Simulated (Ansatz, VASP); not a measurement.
## One calculation of Ti, two programs

```xyz
2
Lattice="2.9463 0.0000 0.0000 0.0000 2.9463 0.0000 0.0000 0.0000 4.5587" Properties=species:S:1:pos:R:3 pbc="T T T"
Ti    1.4732    0.0000    2.2794
Ti    0.0000    1.4732    0.0000
```

Alike in both runs: task single point; functional r2SCAN; k mesh 6 × 6 × 4; occupations gaussian, width 0.1 eV; no spin polarisation.

|  | VASP | Ansatz |
| --- | --- | --- |
| version | VASP 6.6.1 | Ansatz 0.2.0 |
| potentials or method | VASP PAW PBE potentials, release 64 (Ti_sv), cutoff 550 eV | scalar-relativistic, plane waves, PAW |
| valence electrons in the cell | 24 | 24 |

Ansatz gave:

| Quantity | Value |
| --- | --- |
| gap on the k mesh at the Fermi level (eV) | none |
| pressure (GPa) | -12.0 |
| traceless stress, the component that is largest in VASP (GPa) | -3.04 |

Question: Which values does VASP return?

Answer: gap on the k mesh at the Fermi level (eV): none; pressure (GPa): -11.7; traceless stress, the component that is largest in VASP (GPa): -3.04.

VASP's potentials were made for PBE, not for r2SCAN. A gap of «none» marks a metal or a gap that the smearing closes.
